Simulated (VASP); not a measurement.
# Ni (Fm-3m) in VASP: notebook, part 2 of 3

VASP 6.6.1.

### Step 3. Electric field gradients, LDA, collinear spin, ferromagnetic start (10.50 Å³/atom)

This run uses another cell than the first one, of 10.50 Å³/atom.

Input file INCAR:

```
  PREC = Accurate
  ENCUT = 520
  EDIFF = 1E-8
  ISMEAR = -1
  SIGMA = 0.05
  LREAL = F
  LASPH = T
  NELM = 150
  ALGO = Normal
  ISIF = 2
  LWAVE = F
  LCHARG = F
  ISPIN = 2
  MAGMOM = 1.5
  LORBIT = 11
  LMAXMIX = 4
  GGA = CA
  LEFG = T
  NBANDS = 15
```

Input file KPOINTS:

```
regular mesh
0
Gamma
  20 20 20
```

Input file POSCAR:

```
Ni
1.0
    0.0000000000      1.7379789558      1.7379789558
    1.7379789558      0.0000000000      1.7379789558
    1.7379789558      1.7379789558      0.0000000000
Ni
1
Direct
    0.0000000000      0.0000000000      0.0000000000
```

Potentials or basis: VASP PAW LDA potentials, release 64 (Ni).

Run with:

```bash
cat potpaw_LDA.64/Ni/POTCAR > POTCAR
mpirun -np 1 vasp_std > vasp.out
```

OUTCAR:

```text
PREC = Accurate
   ENCUT = 520
   EDIFF = 1E-8
   ISMEAR = -1
   LREAL = F
   LASPH = T
   NELM = 150
   ISIF = 2
   ISPIN = 2
   LORBIT = 11
   GGA = CA

 ion  position               nearest neighbor table
   1  0.000  0.000  0.000-

  LATTYP: Found a face centered cubic cell.
 ALAT       =     3.4759579116

  Lattice vectors:

 A1 = (   0.0000000000,   1.7379789558,   1.7379789558)
 A2 = (   1.7379789558,   0.0000000000,   1.7379789558)
 A3 = (   1.7379789558,   1.7379789558,   0.0000000000)

Analysis of symmetry for initial positions (statically):
=====================================================================
 Subroutine PRICEL returns:
 Original cell was already a primitive cell.

 Routine SETGRP: Setting up the symmetry group for a
 face centered cubic supercell.

 Subroutine GETGRP returns: Found 48 space group operations
 (whereof 48 operations were pure point group operations)
 out of a pool of 48 trial point group operations.

The static configuration has the point symmetry O_h .

Analysis of symmetry for dynamics (positions and initial velocities):
=====================================================================
 Subroutine PRICEL returns:
 Original cell was already a primitive cell.

 Routine SETGRP: Setting up the symmetry group for a
 face centered cubic supercell.

 Subroutine GETGRP returns: Found 48 space group operations
 (whereof 48 operations were pure point group operations)
 out of a pool of 48 trial point group operations.

The dynamic configuration has the point symmetry O_h .

Analysis of structural, dynamic, and magnetic symmetry:
=====================================================================
 Subroutine PRICEL returns:
 Original cell was already a primitive cell.

 Routine SETGRP: Setting up the symmetry group for a
 face centered cubic supercell.

 Subroutine GETGRP returns: Found 48 space group operations
 (whereof 48 operations were pure point group operations)
 out of a pool of 48 trial point group operations.

The overall configuration has the point symmetry O_h .

 Subroutine INISYM returns: Found 48 space group operations
 (whereof 48 operations are pure point group operations),
 and found     1 'primitive' translations

----------------------------------------------------------------------------------------

                                     Primitive cell

  volume of cell :      10.4994

  direct lattice vectors                    reciprocal lattice vectors
     0.000000000  1.737978956  1.737978956    -0.287690480  0.287690480  0.287690480
     1.737978956  0.000000000  1.737978956     0.287690480 -0.287690480  0.287690480
     1.737978956  1.737978956  0.000000000     0.287690480  0.287690480 -0.287690480

  length of vectors
     2.457873410  2.457873410  2.457873410     0.498294528  0.498294528  0.498294528

  position of ions in fractional coordinates (direct lattice)
     0.000000000  0.000000000  0.000000000

  ion indices of the primitive-cell ions
   primitive index   ion index
                 1           1

----------------------------------------------------------------------------------------

 KPOINTS: regular mesh

Automatic generation of k-mesh.
 Grid dimensions read from file:
 generate k-points for:   20   20   20

 Generating k-lattice:

  Cartesian coordinates                     Fractional coordinates (reciprocal lattice)
[... 105 lines left out ...]
  free energy    TOTEN  =        -6.57026344 eV

  energy without entropy =       -6.55558666  energy(sigma->0) =       -6.56292505

 E-fermi :   9.5375     XC(G=0): -13.8248

 val. band max:        9.5372440811   @ k =   0.3500   0.1500   0.0500
 cond. band min:       9.5388060600   @ k =  -0.4500   0.4500   0.0000
 fundamental gap:      0.0015619789
 Fermi energy:         9.5375073155

 spin component 1

 k-point     1 :       0.0000    0.0000    0.0000
  band No.  band energies     occupation
      1       0.3092      1.00000
      2       7.0994      1.00000
      3       7.0994      1.00000
      4       7.0994      1.00000
      5       8.3108      1.00000
      6       8.3108      1.00000
      7      33.6250      0.00000
      8      37.6590      0.00000
      9      37.6590      0.00000
     10      37.6590      0.00000
     11      40.7421      0.00000
     12      40.7421      0.00000
     13      40.7421      0.00000
     14      43.8450      0.00000
[... 403 lines left out ...]
      4       7.3403      1.00000
      5       8.6908      1.00000
      6       9.0561      0.99993
      7      19.0122      0.00000
      8      31.6642      0.00000
      9      34.0688      0.00000
     10      36.0137      0.00000
     11      38.0499      0.00000
     12      39.9081      0.00000
     13      44.2966      0.00000
     14      51.0138      0.00000
     15      52.5081      0.00000

 [... further k-points ...]

 spin component 2

 k-point     1 :       0.0000    0.0000    0.0000
  band No.  band energies     occupation
      1       0.3532      1.00000
      2       7.7145      1.00000
      3       7.7145      1.00000
      4       7.7145      1.00000
      5       8.8799      1.00000
      6       8.8799      1.00000
      7      33.6098      0.00000
      8      37.7089      0.00000
      9      37.7089      0.00000
     10      37.7089      0.00000
     11      40.9095      0.00000
     12      40.9095      0.00000
     13      40.9095      0.00000
     14      43.8229      0.00000
[... 403 lines left out ...]
      4       7.7899      1.00000
      5       9.3252      0.98588
      6       9.6654      0.07185
      7      19.2688      0.00000
      8      31.7206      0.00000
      9      34.1392      0.00000
     10      36.1459      0.00000
     11      38.1707      0.00000
     12      40.0115      0.00000
     13      44.4262      0.00000
     14      51.1353      0.00000
     15      52.8532      0.00000

 [... further k-points ...]
[... 5 lines left out ...]
  --------------------------------------------------------------------------------------
  -------------------------------------------------------------------------------------
  Total       -0.6731068     -0.6731068     -0.6731068      0.0000000      0.0000000      0.0000000
  in kB     -102.7143216   -102.7143216   -102.7143216      0.0000000      0.0000000      0.0000000
  external PRESSURE =    -102.7143216 kB  Pullay stress =       0.0000000 kB

 VOLUME and BASIS-vectors are now :
 -----------------------------------------------------------------------------
  energy-cutoff  :      520.00
  volume of cell :       10.50
      direct lattice vectors                 reciprocal lattice vectors
     0.000000000  1.737978956  1.737978956    -0.287690480  0.287690480  0.287690480
     1.737978956  0.000000000  1.737978956     0.287690480 -0.287690480  0.287690480
     1.737978956  1.737978956  0.000000000     0.287690480  0.287690480 -0.287690480

 POSITION                                       TOTAL-FORCE (eV/Angst)
 -----------------------------------------------------------------------------------
      0.00000      0.00000      0.00000         0.000000      0.000000      0.000000
 -----------------------------------------------------------------------------------
    total drift:                                0.000000     -0.000000      0.000000

  FREE ENERGIE OF THE ION-ELECTRON SYSTEM (eV)
  ---------------------------------------------------
  free  energy   TOTEN  =        -6.5702634386 eV

  energy  without entropy=       -6.5555866611  energy(sigma->0) =       -6.56292505

 Electric field gradients (V/A^2)
---------------------------------------------------------------------
 ion       V_xx      V_yy      V_zz      V_xy      V_xz      V_yz
---------------------------------------------------------------------
   1      -0.000     0.000    -0.000    -0.000    -0.000    -0.000
---------------------------------------------------------------------

 Electric field gradients after diagonalization (V/A^2)
 (convention: |V_zz| > |V_xx| > |V_yy|)
----------------------------------------------------------------------
 ion       V_xx      V_yy      V_zz     asymmetry (V_yy - V_xx)/ V_zz
----------------------------------------------------------------------
   1       0.000     0.000    -0.000       0.000
----------------------------------------------------------------------

           NMR quadrupolar parameters

 Cq : quadrupolar parameter    Cq=e*Q*V_zz/h
 eta: asymmetry parameters     (V_yy - V_xx)/ V_zz
 Q  : nuclear electric quadrupole moment in mb (millibarn)
----------------------------------------------------------------------
 ion       Cq(MHz)       eta       Q (mb)
----------------------------------------------------------------------
   1      -0.000       0.000       1.000
----------------------------------------------------------------------

 total charge

# of ion       s       p       d       tot
------------------------------------------
    1        0.515   0.528   8.342   9.385

 magnetization (x)

# of ion       s       p       d       tot
------------------------------------------
    1       -0.005  -0.018   0.629   0.606
```

OSZICAR:

```text
N       E                     dE             d eps       ncg     rms          rms(c)
DAV:   1     0.322573907762E+02    0.32257E+02   -0.42338E+03 16288   0.870E+02
DAV:   2    -0.616716893231E+01   -0.38425E+02   -0.35465E+02 17467   0.164E+02
DAV:   3    -0.762545277512E+01   -0.14583E+01   -0.14494E+01 18720   0.315E+01
DAV:   4    -0.763378821542E+01   -0.83354E-02   -0.83343E-02 18965   0.226E+00
DAV:   5    -0.763388071162E+01   -0.92496E-04   -0.92497E-04 19288   0.213E-01    0.109E+01
DAV:   6    -0.693744275199E+01    0.69644E+00   -0.13786E+01 22216   0.426E+01    0.605E+00
DAV:   7    -0.659105695102E+01    0.34639E+00   -0.25080E+00 20156   0.160E+01    0.189E+00
DAV:   8    -0.657443445867E+01    0.16622E-01   -0.22659E-02 19171   0.952E-01    0.934E-01
DAV:   9    -0.657116220307E+01    0.32723E-02   -0.19392E-03 25518   0.246E-01    0.307E-01
DAV:  10    -0.657027859099E+01    0.88361E-03   -0.91676E-04 26396   0.162E-01    0.365E-02
DAV:  11    -0.657026390491E+01    0.14686E-04   -0.19673E-05 22092   0.281E-02    0.232E-02
DAV:  12    -0.657026370789E+01    0.19702E-06   -0.58987E-06 24223   0.130E-02    0.527E-03
DAV:  13    -0.657026354330E+01    0.16459E-06   -0.96031E-08 19982   0.369E-03    0.405E-03
DAV:  14    -0.657026344079E+01    0.10251E-06   -0.77024E-08 17682   0.167E-03    0.813E-04
DAV:  15    -0.657026343863E+01    0.21637E-08   -0.77194E-09 15380   0.698E-04
   1 F= -.65702634E+01 E0= -.65629250E+01  d E =-.146768E-01  mag=     0.6032
```

Run time: 54 s. Hardware: 1 thread of AMD EPYC 9R45 (Zen 5), shared host; peak memory 0.13 GiB.

Results:

```
Free energy                                           : -6.5703 eV
Pressure                                              : -10.3 GPa
Net moment                                            : 0.60 μB per cell
Site moments                                          : Ni +0.61 μB
Largest electric field gradient by atom               : zero within the noise of the run
Valence electrons inside the program's atomic spheres : Ni 9.38
```

Caveat: the cell stands under tension.

### Step 4. Electric field gradients, LDA, collinear spin, ferromagnetic start (10.50 Å³/atom)

This run uses another cell than the first one, of 10.50 Å³/atom.

Input file INCAR:

```
SYSTEM = Ni
ALGO = Normal
EDIFF = 1E-8
ENCUT = 520
GGA = CA
ISIF = 2
ISMEAR = -1
ISPIN = 2
LASPH = .TRUE.
LCHARG = .FALSE.
LEFG = .TRUE.
LMAXMIX = 4
LORBIT = 11
LREAL = .FALSE.
LWAVE = .FALSE.
MAGMOM = 1.5
NBANDS = 15
NELM = 150
PREC = Accurate
SIGMA = 0.05
```

Input file KPOINTS:

```
k-points
0
G
  20 20 20
  0 0 0
```

POSCAR is that of step 3.

Potentials or basis: VASP PAW LDA potentials, release 64 (Ni).

Run with:

```bash
cat potpaw_LDA.64/Ni/POTCAR > POTCAR
mpirun -np 1 vasp_std > vasp.out
```

OUTCAR:

```text
SYSTEM = Ni
   EDIFF = 1E-8
   ENCUT = 520
   GGA = CA
   ISIF = 2
   ISMEAR = -1
   ISPIN = 2
   LASPH = .TRUE.
   LORBIT = 11
   LREAL = .FALSE.
   NELM = 150
   PREC = Accurate

 ion  position               nearest neighbor table
   1  0.000  0.000  0.000-

  LATTYP: Found a face centered cubic cell.
 ALAT       =     3.4759579116

  Lattice vectors:

 A1 = (   0.0000000000,   1.7379789558,   1.7379789558)
 A2 = (   1.7379789558,   0.0000000000,   1.7379789558)
 A3 = (   1.7379789558,   1.7379789558,   0.0000000000)

[... 1096 lines left out ...]

 Electric field gradients (V/A^2)
---------------------------------------------------------------------
 ion       V_xx      V_yy      V_zz      V_xy      V_xz      V_yz
---------------------------------------------------------------------
   1      -0.000     0.000    -0.000    -0.000    -0.000    -0.000
---------------------------------------------------------------------

 Electric field gradients after diagonalization (V/A^2)
 (convention: |V_zz| > |V_xx| > |V_yy|)
----------------------------------------------------------------------
 ion       V_xx      V_yy      V_zz     asymmetry (V_yy - V_xx)/ V_zz
----------------------------------------------------------------------
   1       0.000     0.000    -0.000       0.000
----------------------------------------------------------------------

           NMR quadrupolar parameters

 Cq : quadrupolar parameter    Cq=e*Q*V_zz/h
 eta: asymmetry parameters     (V_yy - V_xx)/ V_zz
 Q  : nuclear electric quadrupole moment in mb (millibarn)
----------------------------------------------------------------------
 ion       Cq(MHz)       eta       Q (mb)
----------------------------------------------------------------------
   1      -0.000       0.000       1.000
----------------------------------------------------------------------

 total charge

# of ion       s       p       d       tot
------------------------------------------
    1        0.515   0.528   8.342   9.385

 magnetization (x)

# of ion       s       p       d       tot
------------------------------------------
    1       -0.005  -0.018   0.629   0.606
```

It took 54 s on 1 thread of AMD EPYC 9R45 (Zen 5), shared host; peak memory 0.13 GiB.

What came out:

```
Free energy                                           : -6.5703 eV
Pressure                                              : -10.3 GPa
Net moment                                            : 0.60 μB per cell
Site moments                                          : Ni +0.61 μB
Largest electric field gradient by atom               : zero within the noise of the run
Valence electrons inside the program's atomic spheres : Ni 9.38
```

Levels at points of the mesh, in eV from the Fermi level:
Spin up:
| k point | band 1 | band 2 | band 3 | band 4 | band 5 | band 6 | band 7 | band 8 | band 9 | band 10 |
| --- | --- | --- | --- | --- | --- | --- | --- | --- | --- | --- |
| (0.00, 0.00, 0.00) | -9.23 | -2.44 | -2.44 | -2.44 | -1.23 | -1.23 | 24.09 | 28.12 | 28.12 | 28.12 |
| (0.50, 0.00, 0.00) | -4.98 | -2.44 | -2.44 | -0.50 | -0.50 | -0.32 | 5.98 | 22.59 | 25.19 | 25.19 |
| (0.50, 0.50, 0.00) | -4.82 | -4.32 | -0.47 | -0.34 | -0.34 | 2.48 | 9.60 | 15.11 | 15.11 | 20.27 |
Spin down:
| k point | band 1 | band 2 | band 3 | band 4 | band 5 | band 6 | band 7 | band 8 | band 9 | band 10 |
| --- | --- | --- | --- | --- | --- | --- | --- | --- | --- | --- |
| (0.00, 0.00, 0.00) | -9.18 | -1.82 | -1.82 | -1.82 | -0.66 | -0.66 | 24.07 | 28.17 | 28.17 | 28.17 |
| (0.50, 0.00, 0.00) | -4.60 | -1.89 | -1.89 | -0.28 | 0.16 | 0.16 | 6.36 | 22.57 | 25.31 | 25.31 |
| (0.50, 0.50, 0.00) | -4.47 | -3.80 | 0.12 | 0.37 | 0.37 | 2.53 | 9.88 | 15.18 | 15.18 | 20.51 |

Caveat: the cell stands under tension.

[end of part 2 of 3]
